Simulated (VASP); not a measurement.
# Be4PPd (F-43m) in VASP: notebook, part 2 of 2

VASP 6.6.1. The steps go on from the part before.

**3. Relaxation of cell and atoms, PBE**

This run uses another cell than the first one, of 9.99 Å³/atom, 0.979 times its volume.

Contents of INCAR:

```
SYSTEM = Be4PPd
ALGO     = Normal         ! electronic algorithm
EDIFF    = 1E-6           ! SCF threshold, eV
EDIFFG   = -0.01          ! ionic threshold
ENCUT    = 600            ! plane-wave cutoff, eV
GGA      = PE             ! functional
IBRION   = 2              ! ionic algorithm
ISIF     = 3              ! what is computed and relaxed
ISMEAR   = 0              ! smearing method
LASPH    = .True.         ! aspherical terms in the spheres
LCHARG   = .False.        ! write CHGCAR
LREAL    = .False.        ! projectors in reciprocal space
LWAVE    = .False.        ! write WAVECAR
NELM     = 100            ! most SCF steps
NSW      = 100            ! ionic steps
PREC     = Accurate       ! precision mode
SIGMA    = 0.1            ! smearing width, eV
```

Contents of KPOINTS:

```
k-points
0
Gamma
  10 10 10
  0 0 0
```

Contents of POSCAR:

```
Be4PPd
1.0
    0.0000000000      3.1066826500      3.1066826500
    3.1066826500      0.0000000000      3.1066826500
    3.1066826500      3.1066826500      0.0000000000
Be P Pd
4 1 1
Direct
    0.6249476700      0.1251570000      0.6249476700
    0.6249476700      0.6249476700      0.6249476700
    0.1251570000      0.6249476700      0.6249476700
    0.6249476700      0.6249476700      0.1251570000
    0.2500000000      0.2500000000      0.2500000000
    0.0000000000      0.0000000000      0.0000000000
```

Potentials or basis: VASP PAW PBE potentials, release 64 (Be, P, Pd).

On the command line:

```
cat potpaw_PBE.64/Be/POTCAR potpaw_PBE.64/P/POTCAR potpaw_PBE.64/Pd/POTCAR > POTCAR
mpirun -np 1 vasp_std > vasp.out
```

OUTCAR:

```text
SYSTEM = Be4PPd
   EDIFF = 1E-6
   EDIFFG = -0.01
   ENCUT = 600
   GGA = PE
   IBRION = 2
   ISIF = 3
   ISMEAR = 0
   LASPH = .True.
   LREAL = .False.
   NELM = 100
   NSW = 100
   PREC = Accurate

 ion  position               nearest neighbor table
   1  0.625  0.125  0.625-   2 2.20   3 2.20   4 2.20   3 2.20   4 2.20   2 2.20   5 2.58   5 2.58
                             5 2.58   6 2.58   6 2.58   6 2.58
   2  0.625  0.625  0.625-   1 2.20   3 2.20   4 2.20   3 2.20   1 2.20   4 2.20   5 2.58   5 2.58
                             5 2.58   6 2.58   6 2.58   6 2.58
   3  0.125  0.625  0.625-   1 2.20   2 2.20   4 2.20   1 2.20   4 2.20   2 2.20   5 2.58   5 2.58
                             5 2.58   6 2.58   6 2.58   6 2.58
   4  0.625  0.625  0.125-   1 2.20   2 2.20   3 2.20   1 2.20   3 2.20   2 2.20   5 2.58   5 2.58
                             5 2.58   6 2.58   6 2.58   6 2.58
   5  0.250  0.250  0.250-   1 2.58   3 2.58   3 2.58   4 2.58   1 2.58   4 2.58   2 2.58   2 2.58
                             2 2.58   1 2.58   3 2.58   4 2.58   6 2.69   6 2.69   6 2.69   6 2.69
   6  0.000  0.000  0.000-   1 2.58   3 2.58   4 2.58   2 2.58   2 2.58   2 2.58   1 2.58   4 2.58
                             3 2.58   1 2.58   3 2.58   4 2.58   5 2.69   5 2.69   5 2.69   5 2.69

  LATTYP: Found a face centered cubic cell.
 ALAT       =     6.2133653000

  Lattice vectors:

 A1 = (   0.0000000000,   3.1066826500,   3.1066826500)
 A2 = (   3.1066826500,   0.0000000000,   3.1066826500)
 A3 = (   3.1066826500,   3.1066826500,   0.0000000000)

Analysis of symmetry for initial positions (statically):
[... 342 lines left out ...]
 number of electron      23.0000001 magnetization

 Free energy of the ion-electron system (eV)
  ---------------------------------------------------
  ext. energy  EPLUGINS =         0.00000000
  ---------------------------------------------------
  free energy    TOTEN  =       -25.66015135 eV

  energy without entropy =      -25.64688565  energy(sigma->0) =      -25.65351850

 E-fermi :   9.1065     XC(G=0): -11.4192

 val. band max:        9.1002173527   @ k =  -0.4000   0.1000   0.0000
 cond. band min:       9.1068575255   @ k =   0.4000   0.0000   0.0000
 fundamental gap:      0.0066401728
 Fermi energy:         9.1065358870

 k-point     1 :       0.0000    0.0000    0.0000
  band No.  band energies     occupation
      1      -4.5304      2.00000
      2       2.6624      2.00000
      3       2.6624      2.00000
      4       2.6624      2.00000
      5       4.0183      2.00000
      6       4.1049      2.00000
      7       4.1049      2.00000
      8       5.8891      2.00000
      9       7.3203      2.00000
     10       7.3203      2.00000
     11       7.3203      2.00000
     12       8.7412      2.00000
     13       8.7412      2.00000
     14       8.7412      2.00000
[... 401 lines left out ...]
      2       0.5712      2.00000
      3       2.1833      2.00000
      4       2.8804      2.00000
      5       2.9995      2.00000
      6       4.5765      2.00000
      7       4.5966      2.00000
      8       5.1522      2.00000
      9       5.3406      2.00000
     10       6.0672      2.00000
     11       6.8964      2.00000
     12       9.9415      0.00000
     13      11.2990      0.00000
     14      12.1085      0.00000
     15      12.6393      0.00000

 [... further k-points ...]
[... 5 lines left out ...]
  --------------------------------------------------------------------------------------
  -------------------------------------------------------------------------------------
  Total       -0.0170349     -0.0170349     -0.0170349      0.0000000     -0.0000000     -0.0000000
  in kB       -0.4451632     -0.4451632     -0.4451632      0.0000000     -0.0000000     -0.0000000
  external PRESSURE =      -0.4451632 kB  Pullay stress =       0.0000000 kB
[... 21 lines left out ...]
  FREE ENERGIE OF THE ION-ELECTRON SYSTEM (eV)
  ---------------------------------------------------
  free  energy   TOTEN  =       -25.6601513469 eV

  energy  without entropy=      -25.6468856471  energy(sigma->0) =      -25.65351850

 reached required accuracy - stopping structural energy minimisation
```

OSZICAR:

```text
N       E                     dE             d eps       ncg     rms          rms(c)
DAV:   1     0.925537497575E+02    0.92554E+02   -0.10747E+04  1410   0.148E+03
DAV:   2    -0.220997459126E+02   -0.11465E+03   -0.11275E+03  1648   0.273E+02
DAV:   3    -0.282482789346E+02   -0.61485E+01   -0.60142E+01  2052   0.644E+01
DAV:   4    -0.283353352093E+02   -0.87056E-01   -0.86943E-01  1607   0.851E+00
[... 37 lines left out ...]
DAV:   1    -0.256601811529E+02   -0.11696E-03   -0.28338E-03  1515   0.339E-01    0.288E-02
DAV:   2    -0.256601594806E+02    0.21672E-04   -0.19847E-04  1830   0.148E-01    0.197E-02
DAV:   3    -0.256601525836E+02    0.68970E-05   -0.37278E-05  1718   0.695E-02    0.651E-03
DAV:   4    -0.256601512656E+02    0.13179E-05   -0.90233E-06  1823   0.197E-02    0.147E-03
DAV:   5    -0.256601513469E+02   -0.81265E-07   -0.53239E-07   817   0.649E-03
   5 F= -.25660151E+02 E0= -.25653518E+02  d E =-.880259E-04
```

Run time: 81 s. Hardware: 1 thread of Intel Xeon 6975P-C (Granite Rapids), shared host; peak memory 0.25 GiB.

What came out:

- Free energy: -25.6602 eV
- Relaxed volume: 10.22 Å³/atom
- Relaxed cell: a = 4.426 Å, b = 4.426 Å, c = 4.426 Å, α = 60.00°, β = 60.00°, γ = 60.00°
- Space group after relaxing (to 0.05 Å): F-43m (No. 216)
- Energy gained by relaxing: 2.0 meV/atom
- Ionic steps: 5
- Pressure after relaxing: 0.0 GPa
- Largest force after relaxing: 0.003 eV/Å

Forces on the atoms (eV/Å):
```
Be  -0.002  0.002 -0.002
Be   0.002  0.002  0.002
Be   0.002 -0.002 -0.002
Be  -0.002 -0.002  0.002
P    0.000  0.000  0.000
Pd   0.000  0.000  0.000
```

Step by step:
```
step  energy change (eV)  largest force (eV/Å)  pressure (GPa)  volume (Å³)
   1              0.0000                0.0705            2.85        59.97
   2             -0.0116                0.0218           -0.49        61.52
   3             -0.0120                0.0285           -0.02        61.30
   4             -0.0119                0.0277           -0.05        61.32
   5             -0.0120                0.0033           -0.04        61.31
```

Final structure:
```yaml
crystal:
  lattice:
    - [0.00000, 3.12968, 3.12968]
    - [3.12968, 0.00000, 3.12968]
    - [3.12968, 3.12968, 0.00000]
  atoms:
    - { symbol: Be, position: [0.62535, 0.12396, 0.62535] }
    - { symbol: Be, position: [0.62535, 0.62535, 0.62535] }
    - { symbol: Be, position: [0.12396, 0.62535, 0.62535] }
    - { symbol: Be, position: [0.62535, 0.62535, 0.12396] }
    - { symbol: P, position: [0.25000, 0.25000, 0.25000] }
    - { symbol: Pd, position: [0.00000, 0.00000, 0.00000] }
```

**4. Single point, PBE**

Contents of INCAR:

```
SYSTEM = Be4PPd
PREC = Accurate
ENCUT = 520
EDIFF = 1E-6
ISMEAR = 0
SIGMA = 0.1
LREAL = .FALSE.
LASPH = .TRUE.
NELM = 100
ALGO = Normal
ISIF = 2
LWAVE = .FALSE.
LCHARG = .FALSE.
GGA = PE
NBANDS = 20
```

Contents of KPOINTS:

```
regular mesh
0
G
  10 10 10
  0 0 0
```

Contents of POSCAR:

```
Be4PPd
1.0
    0.0000000000      3.1290918524      3.1290918524
    3.1290918524      0.0000000000      3.1290918524
    3.1290918524      3.1290918524      0.0000000000
Be P Pd
4 1 1
Direct
    0.6253480645      0.1239558065      0.6253480645
    0.6253480645      0.6253480645      0.6253480645
    0.1239558065      0.6253480645      0.6253480645
    0.6253480645      0.6253480645      0.1239558065
    0.2500000000      0.2500000000      0.2500000000
    0.0000000000      0.0000000000      0.0000000000
```

Potentials or basis: VASP PAW PBE potentials, release 64 (Be, P, Pd).

On the command line:

```
cat potpaw_PBE.64/Be/POTCAR potpaw_PBE.64/P/POTCAR potpaw_PBE.64/Pd/POTCAR > POTCAR
mpirun -np 1 vasp_std > vasp.out
```

OUTCAR:

```text
SYSTEM = Be4PPd
   PREC = Accurate
   ENCUT = 520
   EDIFF = 1E-6
   ISMEAR = 0
   LREAL = .FALSE.
   LASPH = .TRUE.
   NELM = 100
   ISIF = 2
   GGA = PE

 ion  position               nearest neighbor table
   1  0.625  0.124  0.625-   2 2.21   3 2.21   4 2.21   4 2.22   2 2.22   3 2.22   6 2.59   6 2.59
                             6 2.59   5 2.60   5 2.60   5 2.60
   2  0.625  0.625  0.625-   1 2.21   3 2.21   4 2.21   4 2.22   1 2.22   3 2.22   6 2.59   6 2.59
                             6 2.59   5 2.60   5 2.60   5 2.60
   3  0.124  0.625  0.625-   1 2.21   2 2.21   4 2.21   2 2.22   4 2.22   1 2.22   6 2.59   6 2.59
                             6 2.59   5 2.60   5 2.60   5 2.60
   4  0.625  0.625  0.124-   1 2.21   2 2.21   3 2.21   2 2.22   1 2.22   3 2.22   6 2.59   6 2.59
                             6 2.59   5 2.60   5 2.60   5 2.60
   5  0.250  0.250  0.250-   1 2.60   3 2.60   3 2.60   4 2.60   1 2.60   4 2.60   2 2.60   2 2.60
                             2 2.60   1 2.60   3 2.60   4 2.60   6 2.71   6 2.71   6 2.71   6 2.71
   6  0.000  0.000  0.000-   1 2.59   3 2.59   4 2.59   2 2.59   2 2.59   2 2.59   1 2.59   4 2.59
                             3 2.59   1 2.59   3 2.59   4 2.59   5 2.71   5 2.71   5 2.71   5 2.71

  LATTYP: Found a face centered cubic cell.
 ALAT       =     6.2581837048

  Lattice vectors:

 A1 = (   0.0000000000,   3.1290918524,   3.1290918524)
 A2 = (   3.1290918524,   0.0000000000,   3.1290918524)
 A3 = (   3.1290918524,   3.1290918524,   0.0000000000)

Analysis of symmetry for initial positions (statically):
=====================================================================
 Subroutine PRICEL returns:
 Original cell was already a primitive cell.

 Routine SETGRP: Setting up the symmetry group for a
 face centered cubic supercell.

 Subroutine GETGRP returns: Found 24 space group operations
 (whereof 24 operations were pure point group operations)
 out of a pool of 48 trial point group operations.

The static configuration has the point symmetry T_d .

Analysis of symmetry for dynamics (positions and initial velocities):
=====================================================================
 Subroutine PRICEL returns:
 Original cell was already a primitive cell.

 Routine SETGRP: Setting up the symmetry group for a
 face centered cubic supercell.

 Subroutine GETGRP returns: Found 24 space group operations
 (whereof 24 operations were pure point group operations)
 out of a pool of 48 trial point group operations.

The dynamic configuration has the point symmetry T_d .

 Subroutine INISYM returns: Found 24 space group operations
 (whereof 24 operations are pure point group operations),
 and found     1 'primitive' translations

----------------------------------------------------------------------------------------

                                     Primitive cell

  volume of cell :      61.2752

  direct lattice vectors                    reciprocal lattice vectors
     0.000000000  3.129091852  3.129091852    -0.159790771  0.159790771  0.159790771
     3.129091852  0.000000000  3.129091852     0.159790771 -0.159790771  0.159790771
     3.129091852  3.129091852  0.000000000     0.159790771  0.159790771 -0.159790771

  length of vectors
     4.425204136  4.425204136  4.425204136     0.276765734  0.276765734  0.276765734

  position of ions in fractional coordinates (direct lattice)
     0.625348065  0.123955806  0.625348065
     0.625348065  0.625348065  0.625348065
[... 41 lines left out ...]
            Coordinates               Weight
  0.000000  0.000000  0.000000      1.000000
  0.100000  0.000000  0.000000      8.000000
  0.200000  0.000000  0.000000      8.000000
  0.300000  0.000000  0.000000      8.000000
  0.400000  0.000000  0.000000      8.000000
  0.500000  0.000000  0.000000      4.000000
[... 16 lines left out ...]
  0.300000  0.300000  0.000000      6.000000
  0.400000  0.300000  0.000000     24.000000
 [... further k-points ...]
   k-points           NKPTS =     47   k-points in BZ     NKDIM =     47   number of bands    NBANDS=     20
   number of dos      NEDOS =    301   number of ions     NIONS =      6
   total plane-waves  NPLWV =  46656
   dimension x,y,z NGX =    36 NGY =   36 NGZ =   36
   dimension x,y,z NGXF=    72 NGYF=   72 NGZF=   72
   ions per type =               4   1   1
   NGX,Y,Z   is equivalent  to a cutoff of  13.52, 13.52, 13.52 a.u.
   NGXF,Y,Z  is equivalent  to a cutoff of  27.05, 27.05, 27.05 a.u.
 SYSTEM =  Be4PPd
   PREC   = accura    normal or accurate (medium, high low for compatibility)
   ISTART =      0    job   : 0-new  1-cont  2-samecut
   ICHARG =      2    charge: 1-file 2-atom 10-const
   ISPIN  =      1    spin polarized calculation?
   LNONCOLLINEAR =      F non collinear calculations
   LSORBIT =      F    spin-orbit coupling
   LASPH  =      T    aspherical Exc in radial PAW
   ENCUT  =  520.0 eV  38.22 Ry    6.18 a.u.   8.23  8.23  8.23*2*pi/ulx,y,z
   NELM   =    100;   NELMIN=  2; NELMDL= -5     # of ELM steps
   EDIFF  = 0.1E-05   stopping-criterion for ELM
   LREAL  =      F    real-space projection
   EDIFFG = 0.1E-04   stopping-criterion for IOM
   NSW    =      0    number of steps for IOM
   IBRION =     -1    ionic relax: 0-MD 1-quasi-New 2-CG
   NFREE  =      0    steps in history (QN), initial steepest desc. (CG)
   ISIF   =      2    stress and relaxation
   ISYM   =      2    0-nonsym 1-usesym 2-fastsym
   POTIM  = 0.5000    time-step for ionic-motion
   TEBEG  =    0.0;   TEEND  =   0.0 temperature during run
   PSTRESS=    0.0 pullay stress
   NELECT =      23.0000    total number of electrons
   NUPDOWN=      -1.0000    fix difference up-down
   EMIN   =  10.00;   EMAX   =-10.00  energy-range for DOS
   EFERMI =   0.00;   METHOD = LEGACY
   ISMEAR =     0;   SIGMA  =   0.10  broadening in eV -4-tet -1-fermi 0-gaus
   EFERMI_NEDOS =   21; number of points for ismear=-14 and -15
   IALGO  =     38    algorithm
   IMIX   =      4    mixing-type and parameters
     AMIX     =   0.40;   BMIX     =  1.00
     AMIX_MAG =   1.60;   BMIX_MAG =  1.00
  volume/ion in A,a.u.               =      10.21        68.92
  Fermi-wavevector in a.u.,A,eV,Ry     =   1.180925  2.231625 18.974478  1.394585
  Thomas-Fermi vector in A             =   2.317209
   LORBIT       =      0    0 simple, 1 ext, 2 COOP (PROOUT), +10 PAW based schemes
   GGA     = PE    functional components
   LHFCALC =     F    Hartree Fock is set to
   AEXX    =    0.0000 exact exchange contribution
   IVDW    =     0    specifies the selected vdW correction
   LEPSILON=     F    determine dielectric tensor
   LRPA    =     F    only Hartree local field effects (RPA)
 non-spin polarized calculation
 Gauss-broadening in eV      SIGMA  =   0.10
  energy-cutoff  :      520.00
  volume of cell :       61.28
 maximum number of plane-waves:      1676
 NGX is ok and might be reduce to    36
   NGX = 17   NGY = 17   NGZ = 17

 number of electron      23.0000001 magnetization

 Free energy of the ion-electron system (eV)
  ---------------------------------------------------
  ext. energy  EPLUGINS =         0.00000000
  ---------------------------------------------------
  free energy    TOTEN  =       -25.66024359 eV

  energy without entropy =      -25.64700236  energy(sigma->0) =      -25.65362297

 E-fermi :   9.1141     XC(G=0): -11.4216

 val. band max:        9.1139608035   @ k =   0.4000   0.0000   0.0000
 cond. band min:       9.1468401191   @ k =   0.5000   0.0000   0.0000
 fundamental gap:      0.0328793156
 Fermi energy:         9.1140556032

 k-point     1 :       0.0000    0.0000    0.0000
  band No.  band energies     occupation
      1      -4.5278      2.00000
      2       2.6656      2.00000
      3       2.6656      2.00000
      4       2.6656      2.00000
      5       4.0247      2.00000
      6       4.1088      2.00000
[... 541 lines left out ...]
     19      15.3643      0.00000
     20      16.4060      0.00000

 [... further k-points ...]
[... 5 lines left out ...]
  --------------------------------------------------------------------------------------
  -------------------------------------------------------------------------------------
  Total        0.0100927      0.0100927      0.0100927      0.0000000      0.0000000      0.0000000
  in kB        0.2638956      0.2638956      0.2638956      0.0000000      0.0000000      0.0000000
  external PRESSURE =       0.2638956 kB  Pullay stress =       0.0000000 kB

 VOLUME and BASIS-vectors are now :
 -----------------------------------------------------------------------------
  energy-cutoff  :      520.00
  volume of cell :       61.28
      direct lattice vectors                 reciprocal lattice vectors
     0.000000000  3.129091852  3.129091852    -0.159790771  0.159790771  0.159790771
     3.129091852  0.000000000  3.129091852     0.159790771 -0.159790771  0.159790771
     3.129091852  3.129091852  0.000000000     0.159790771  0.159790771 -0.159790771

 POSITION                                       TOTAL-FORCE (eV/Angst)
 -----------------------------------------------------------------------------------
      2.34464      3.91354      2.34464        -0.001472      0.001472     -0.001472
      3.91354      3.91354      3.91354         0.001472      0.001472      0.001472
      3.91354      2.34464      2.34464         0.001472     -0.001472     -0.001472
      2.34464      2.34464      3.91354        -0.001472     -0.001472      0.001472
      1.56455      1.56455      1.56455         0.000000      0.000000      0.000000
      0.00000      0.00000      0.00000         0.000000      0.000000      0.000000
 -----------------------------------------------------------------------------------
    total drift:                                0.000000      0.000000      0.000000

  FREE ENERGIE OF THE ION-ELECTRON SYSTEM (eV)
  ---------------------------------------------------
  free  energy   TOTEN  =       -25.6602435860 eV

  energy  without entropy=      -25.6470023598  energy(sigma->0) =      -25.65362297
```

OSZICAR:

```text
N       E                     dE             d eps       ncg     rms          rms(c)
DAV:   1     0.748229897628E+02    0.74823E+02   -0.96925E+03  1880   0.994E+02
DAV:   2    -0.236309064162E+02   -0.98454E+02   -0.93804E+02  2100   0.206E+02
DAV:   3    -0.281396033117E+02   -0.45087E+01   -0.44194E+01  2604   0.435E+01
DAV:   4    -0.281983536782E+02   -0.58750E-01   -0.58508E-01  2204   0.510E+00
DAV:   5    -0.281993145250E+02   -0.96085E-03   -0.96065E-03  2404   0.728E-01    0.141E+01
DAV:   6    -0.273726827438E+02    0.82663E+00   -0.32404E+01  2036   0.427E+01    0.145E+01
DAV:   7    -0.257006943158E+02    0.16720E+01   -0.41331E+00  2000   0.252E+01    0.342E+00
DAV:   8    -0.256818526270E+02    0.18842E-01   -0.71815E-01  2176   0.634E+00    0.174E+00
DAV:   9    -0.256623254731E+02    0.19527E-01   -0.72410E-02  2048   0.267E+00    0.734E-01
DAV:  10    -0.256602922984E+02    0.20332E-02   -0.46645E-03  2188   0.395E-01    0.108E-01
DAV:  11    -0.256602476321E+02    0.44666E-04   -0.25120E-04  2268   0.110E-01    0.228E-02
DAV:  12    -0.256602454758E+02    0.21563E-05   -0.19218E-05  2264   0.246E-02    0.129E-02
DAV:  13    -0.256602436613E+02    0.18144E-05   -0.50068E-06  1848   0.185E-02    0.341E-03
DAV:  14    -0.256602435860E+02    0.75361E-07   -0.45578E-07  1152   0.462E-03
   1 F= -.25660244E+02 E0= -.25653623E+02  d E =-.132412E-01
```

Run time: 28 s. Hardware: 1 thread of Intel Xeon 6975P-C (Granite Rapids), shared host; peak memory 0.24 GiB.

What came out:

- Free energy: -25.6602 eV
- Pressure: 0.0 GPa

Forces in eV/Å, atoms in the order of the input:
```
Be  -0.001  0.001 -0.001
Be   0.001  0.001  0.001
Be   0.001 -0.001 -0.001
Be  -0.001 -0.001  0.001
P    0.000  0.000  0.000
Pd   0.000  0.000  0.000
```

Levels at points of the mesh, in eV from the Fermi level:
| k point | band 10 | band 11 | band 12 | band 13 | band 14 | band 15 |
| --- | --- | --- | --- | --- | --- | --- |
| (0.00, 0.00, 0.00) | -1.79 | -1.79 | -0.37 | -0.37 | -0.37 | 2.60 |
| (0.50, 0.00, 0.00) | -3.49 | -1.11 | 0.03 | 0.03 | 1.70 | 4.10 |
| (0.50, 0.50, 0.00) | -2.69 | -2.07 | 2.09 | 3.01 | 3.37 | 4.15 |
